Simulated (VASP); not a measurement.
# ZrS (Fm-3m) in VASP: single point with PBEsol

Aim: the single point of ZrS with PBEsol.

Program: VASP 6.6.1. These are calculated values, not measurements. Logs are shortened: lines on timing, memory, paths and dates and some standing lists are left out, and cuts for length are marked.

## Step 1: The cell of the first run

Symmetry: Fm-3m, No. 225, cubic system. The conventional cell has a = 5.285 Å, b = 5.285 Å, c = 5.285 Å, α = 90.00°, β = 90.00°, γ = 90.00°. Within 3.5 Å of Zr (site symmetry m-3m) lie 6 S at 2.64 Å. S (site symmetry m-3m) has 6 Zr at 2.64 Å within 3.5 Å.

## Step 2: Single point, PBEsol

INCAR reads:

```
PREC     = Accurate       # precision mode
ENCUT    = 520            # plane-wave cutoff, eV
EDIFF    = 1E-6           # SCF threshold, eV
ISMEAR   = 0              # smearing method
SIGMA    = 0.05           # smearing width, eV
LREAL    = F              # projectors in reciprocal space
LASPH    = T              # aspherical terms in the spheres
NELM     = 80             # most SCF steps
ALGO     = Normal         # electronic algorithm
ISIF     = 2              # what is computed and relaxed
LWAVE    = F              # write WAVECAR
LCHARG   = T              # write CHGCAR
GGA      = PS             # functional
LELF     = T              # ELF
LVHAR    = T            
NBANDS   = 16             # bands
```

KPOINTS reads:

```
regular mesh
0
Gamma
  12 12 12
```

POSCAR reads:

```
ZrS
1.0
    0.0000000000      2.6425744619      2.6425744619
    2.6425744619      0.0000000000      2.6425744619
    2.6425744619      2.6425744619      0.0000000000
Zr S
1 1
Direct
    0.5000000000      0.5000000000      0.5000000000
    0.0000000000      0.0000000000      0.0000000000
```

Potentials or basis: VASP PAW PBE potentials, release 64 (Zr_sv, S).

On the command line:

```
cat potpaw_PBE.64/Zr_sv/POTCAR potpaw_PBE.64/S/POTCAR > POTCAR
mpirun -np 1 vasp_std > vasp.out
```

OUTCAR:

```text
PREC = Accurate
   ENCUT = 520
   EDIFF = 1E-6
   ISMEAR = 0
   LREAL = F
   LASPH = T
   NELM = 80
   ISIF = 2
   GGA = PS

 ion  position               nearest neighbor table
   1  0.500  0.500  0.500-   2 2.64   2 2.64   2 2.64   2 2.64   2 2.64   2 2.64
   2  0.000  0.000  0.000-   1 2.64   1 2.64   1 2.64   1 2.64   1 2.64   1 2.64

  LATTYP: Found a face centered cubic cell.
 ALAT       =     5.2851489238

  Lattice vectors:

 A1 = (   0.0000000000,   2.6425744619,   2.6425744619)
 A2 = (   2.6425744619,   0.0000000000,   2.6425744619)
 A3 = (   2.6425744619,   2.6425744619,   0.0000000000)

Analysis of symmetry for initial positions (statically):
=====================================================================
 Subroutine PRICEL returns:
 Original cell was already a primitive cell.

 Routine SETGRP: Setting up the symmetry group for a
 face centered cubic supercell.

 Subroutine GETGRP returns: Found 48 space group operations
 (whereof 48 operations were pure point group operations)
 out of a pool of 48 trial point group operations.

The static configuration has the point symmetry O_h .

Analysis of symmetry for dynamics (positions and initial velocities):
=====================================================================
 Subroutine PRICEL returns:
 Original cell was already a primitive cell.

 Routine SETGRP: Setting up the symmetry group for a
 face centered cubic supercell.

 Subroutine GETGRP returns: Found 48 space group operations
 (whereof 48 operations were pure point group operations)
 out of a pool of 48 trial point group operations.

The dynamic configuration has the point symmetry O_h .

 Subroutine INISYM returns: Found 48 space group operations
 (whereof 48 operations are pure point group operations),
 and found     1 'primitive' translations

----------------------------------------------------------------------------------------

                                     Primitive cell

  volume of cell :      36.9073

  direct lattice vectors                    reciprocal lattice vectors
     0.000000000  2.642574462  2.642574462    -0.189209427  0.189209427  0.189209427
     2.642574462  0.000000000  2.642574462     0.189209427 -0.189209427  0.189209427
     2.642574462  2.642574462  0.000000000     0.189209427  0.189209427 -0.189209427

  length of vectors
     3.737164644  3.737164644  3.737164644     0.327720341  0.327720341  0.327720341

  position of ions in fractional coordinates (direct lattice)
     0.500000000  0.500000000  0.500000000
     0.000000000  0.000000000  0.000000000

  ion indices of the primitive-cell ions
   primitive index   ion index
                 1           1
                 2           2

----------------------------------------------------------------------------------------

 KPOINTS: regular mesh

Automatic generation of k-mesh.
 Grid dimensions read from file:
 generate k-points for:   12   12   12

 Generating k-lattice:

  Cartesian coordinates                     Fractional coordinates (reciprocal lattice)
    -0.015767452  0.015767452  0.015767452     0.083333333  0.000000000  0.000000000
     0.015767452 -0.015767452  0.015767452     0.000000000  0.083333333  0.000000000
     0.015767452  0.015767452 -0.015767452     0.000000000  0.000000000  0.083333333

  Length of vectors
     0.027310028  0.027310028  0.027310028

  Shift w.r.t. Gamma in fractional coordinates (k-lattice)
     0.000000000  0.000000000  0.000000000

 Subroutine IBZKPT returns following result:
 ===========================================

 Found     72 irreducible k-points:

 Following reciprocal coordinates:
            Coordinates               Weight
  0.000000  0.000000  0.000000      1.000000
  0.083333  0.000000  0.000000      8.000000
  0.166667  0.000000  0.000000      8.000000
  0.250000  0.000000  0.000000      8.000000
  0.333333  0.000000  0.000000      8.000000
  0.416667  0.000000  0.000000      8.000000
[... 16 lines left out ...]
  0.500000  0.166667  0.000000     24.000000
 -0.416667  0.166667  0.000000     24.000000
 [... further k-points ...]
   k-points           NKPTS =     72   k-points in BZ     NKDIM =     72   number of bands    NBANDS=     16
   number of dos      NEDOS =    301   number of ions     NIONS =      2
   total plane-waves  NPLWV =  21952
   dimension x,y,z NGX =    28 NGY =   28 NGZ =   28
   dimension x,y,z NGXF=    56 NGYF=   56 NGZF=   56
   ions per type =               1   1
   NGX,Y,Z   is equivalent  to a cutoff of  12.46, 12.46, 12.46 a.u.
   NGXF,Y,Z  is equivalent  to a cutoff of  24.91, 24.91, 24.91 a.u.
 SYSTEM =  unknown system
   PREC   = accura    normal or accurate (medium, high low for compatibility)
   ISTART =      0    job   : 0-new  1-cont  2-samecut
   ICHARG =      2    charge: 1-file 2-atom 10-const
   ISPIN  =      1    spin polarized calculation?
   LNONCOLLINEAR =      F non collinear calculations
   LSORBIT =      F    spin-orbit coupling
   LASPH  =      T    aspherical Exc in radial PAW
   ENCUT  =  520.0 eV  38.22 Ry    6.18 a.u.   6.95  6.95  6.95*2*pi/ulx,y,z
   NELM   =     80;   NELMIN=  2; NELMDL= -5     # of ELM steps
   EDIFF  = 0.1E-05   stopping-criterion for ELM
   LREAL  =      F    real-space projection
   EDIFFG = 0.1E-04   stopping-criterion for IOM
   NSW    =      0    number of steps for IOM
   IBRION =     -1    ionic relax: 0-MD 1-quasi-New 2-CG
   NFREE  =      0    steps in history (QN), initial steepest desc. (CG)
   ISIF   =      2    stress and relaxation
   ISYM   =      2    0-nonsym 1-usesym 2-fastsym
   POTIM  = 0.5000    time-step for ionic-motion
   TEBEG  =    0.0;   TEEND  =   0.0 temperature during run
   PSTRESS=    0.0 pullay stress
   NELECT =      18.0000    total number of electrons
   NUPDOWN=      -1.0000    fix difference up-down
   EMIN   =  10.00;   EMAX   =-10.00  energy-range for DOS
   EFERMI =   0.00;   METHOD = LEGACY
   ISMEAR =     0;   SIGMA  =   0.05  broadening in eV -4-tet -1-fermi 0-gaus
   EFERMI_NEDOS =   21; number of points for ismear=-14 and -15
   IALGO  =     38    algorithm
   IMIX   =      4    mixing-type and parameters
     AMIX     =   0.40;   BMIX     =  1.00
     AMIX_MAG =   1.60;   BMIX_MAG =  1.00
  volume/ion in A,a.u.               =      18.45       124.53
  Fermi-wavevector in a.u.,A,eV,Ry     =   1.288631  2.435159 22.593410  1.660569
  Thomas-Fermi vector in A             =   2.420573
   LORBIT       =      0    0 simple, 1 ext, 2 COOP (PROOUT), +10 PAW based schemes
   GGA     = PS    functional components
   LHFCALC =     F    Hartree Fock is set to
   AEXX    =    0.0000 exact exchange contribution
   IVDW    =     0    specifies the selected vdW correction
   LEPSILON=     F    determine dielectric tensor
   LRPA    =     F    only Hartree local field effects (RPA)
 non-spin polarized calculation
 Gauss-broadening in eV      SIGMA  =   0.05
  energy-cutoff  :      520.00
  volume of cell :       36.91
 maximum number of plane-waves:      1018
   NGX = 13   NGY = 13   NGZ = 13

 number of electron      18.0000001 magnetization

 Free energy of the ion-electron system (eV)
  ---------------------------------------------------
  ext. energy  EPLUGINS =         0.00000000
  ---------------------------------------------------
  free energy    TOTEN  =       -16.44185389 eV

  energy without entropy =      -16.43938770  energy(sigma->0) =      -16.44062079

 E-fermi :  10.3383     XC(G=0): -11.3645

 val. band max:       10.3243014098   @ k =   0.5000   0.1667   0.0833
 cond. band min:      10.3507973252   @ k =   0.2500   0.1667   0.0833
 fundamental gap:      0.0264959154
 Fermi energy:        10.3383431090

 k-point     1 :       0.0000    0.0000    0.0000
  band No.  band energies     occupation
      1     -39.5623      2.00000
      2     -17.5567      2.00000
      3     -17.5567      2.00000
      4     -17.5567      2.00000
      5      -5.3725      2.00000
      6       6.8459      2.00000
[... 8 lines left out ...]
     15      17.4746      0.00000
     16      22.5330      0.00000

 k-point     2 :       0.0833    0.0000    0.0000
  band No.  band energies     occupation
      1     -39.5607      2.00000
      2     -17.5792      2.00000
      3     -17.5587      2.00000
      4     -17.5587      2.00000
      5      -5.2881      2.00000
      6       6.3289      2.00000
[... 8 lines left out ...]
     15      17.7569      0.00000
     16      21.9229      0.00000

 k-point     3 :       0.1667    0.0000    0.0000
  band No.  band energies     occupation
      1     -39.5564      2.00000
      2     -17.6397      2.00000
      3     -17.5640      2.00000
      4     -17.5640      2.00000
      5      -5.0499      2.00000
      6       5.2944      2.00000
[... 8 lines left out ...]
     15      18.3188      0.00000
     16      20.9930      0.00000

 k-point     4 :       0.2500    0.0000    0.0000
  band No.  band energies     occupation
      1     -39.5505      2.00000
      2     -17.7207      2.00000
      3     -17.5713      2.00000
      4     -17.5713      2.00000
      5      -4.7025      2.00000
      6       4.2184      2.00000
[... 8 lines left out ...]
     15      18.2451      0.00000
     16      19.7143      0.00000

 k-point     5 :       0.3333    0.0000    0.0000
  band No.  band energies     occupation
      1     -39.5446      2.00000
      2     -17.7998      2.00000
      3     -17.5785      2.00000
      4     -17.5785      2.00000
      5      -4.3207      2.00000
      6       3.2971      2.00000
[... 8 lines left out ...]
     15      18.2226      0.00000
     16      18.2226      0.00000

 k-point     6 :       0.4167    0.0000    0.0000
  band No.  band energies     occupation
      1     -39.5402      2.00000
      2     -17.8567      2.00000
      3     -17.5837      2.00000
      4     -17.5837      2.00000
      5      -4.0102      2.00000
      6       2.6623      2.00000
[... 8 lines left out ...]
     15      16.9397      0.00000
     16      16.9397      0.00000
[... 267 lines left out ...]
 k-point    21 :       0.3333    0.1667    0.0000
  band No.  band energies     occupation
      1     -39.5447      2.00000
      2     -17.7467      2.00000
      3     -17.6017      2.00000
      4     -17.5999      2.00000
      5      -4.5202      2.00000
      6       3.6524      2.00000
[... 8 lines left out ...]
     15      17.7007      0.00000
     16      18.7425      0.00000

 k-point    22 :       0.4167    0.1667    0.0000
  band No.  band energies     occupation
      1     -39.5398      2.00000
      2     -17.8032      2.00000
      3     -17.6138      2.00000
      4     -17.6056      2.00000
      5      -4.2530      2.00000
      6       3.2499      2.00000
[... 8 lines left out ...]
     15      16.7467      0.00000
     16      18.0389      0.00000

 k-point    23 :       0.5000    0.1667    0.0000
  band No.  band energies     occupation
      1     -39.5368      2.00000
      2     -17.8373      2.00000
      3     -17.6280      2.00000
      4     -17.6037      2.00000
      5      -4.0613      2.00000
      6       2.9527      2.00000
[... 8 lines left out ...]
     15      16.5389      0.00000
     16      17.7735      0.00000

 k-point    24 :      -0.4167    0.1667    0.0000
  band No.  band energies     occupation
      1     -39.5364      2.00000
      2     -17.8413      2.00000
      3     -17.6382      2.00000
      4     -17.5965      2.00000
      5      -4.0108      2.00000
      6       2.8567      2.00000
[... 8 lines left out ...]
     15      17.2152      0.00000
     16      17.7302      0.00000

 [... further k-points ...]

------------------------ aborting loop because EDIFF is reached ----------------------------------------

  FORCE on cell =-STRESS in cart. coord.  units (eV):
  Direction    XX          YY          ZZ          XY          YZ          ZX
  --------------------------------------------------------------------------------------
  -------------------------------------------------------------------------------------
  Total       -1.9832979     -1.9832979     -1.9832979      0.0000000      0.0000000     -0.0000000
  in kB      -86.0967673    -86.0967673    -86.0967673      0.0000000      0.0000000     -0.0000000
  external PRESSURE =     -86.0967673 kB  Pullay stress =       0.0000000 kB

 VOLUME and BASIS-vectors are now :
 -----------------------------------------------------------------------------
  energy-cutoff  :      520.00
  volume of cell :       36.91
      direct lattice vectors                 reciprocal lattice vectors
     0.000000000  2.642574462  2.642574462    -0.189209427  0.189209427  0.189209427
     2.642574462  0.000000000  2.642574462     0.189209427 -0.189209427  0.189209427
     2.642574462  2.642574462  0.000000000     0.189209427  0.189209427 -0.189209427

 POSITION                                       TOTAL-FORCE (eV/Angst)
 -----------------------------------------------------------------------------------
      2.64257      2.64257      2.64257         0.000000     -0.000000     -0.000000
      0.00000      0.00000      0.00000        -0.000000      0.000000      0.000000
 -----------------------------------------------------------------------------------
    total drift:                                0.000000      0.000000      0.000000

  FREE ENERGIE OF THE ION-ELECTRON SYSTEM (eV)
  ---------------------------------------------------
  free  energy   TOTEN  =       -16.4418538859 eV

  energy  without entropy=      -16.4393877018  energy(sigma->0) =      -16.44062079
```

It took 64 s on 1 thread of Intel Xeon 8259CL, shared host; peak memory 0.18 GiB.

Results:

| Quantity | Value |
| --- | --- |
| Free energy | -16.4419 eV |
| Pressure | -8.6 GPa |
| Band gap on the k mesh | zero (bands 9 and 10 overlap by 2.74 eV) |

Levels at points of the mesh, in eV from the Fermi level:
```tsv
k point	band 7	band 8	band 9	band 10	band 11	band 12
(0.00, 0.00, 0.00)	-3.49	-3.49	-1.30	-1.30	-1.30	-0.64
(0.50, 0.00, 0.00)	-5.87	-5.87	1.44	1.44	1.73	1.88
(0.50, 0.50, 0.00)	-4.43	-4.43	-3.34	0.52	2.32	2.32
```

Caveat: the cell stands under tension; the PAW data sets were made with another functional, which shifts forces and pressure a little.
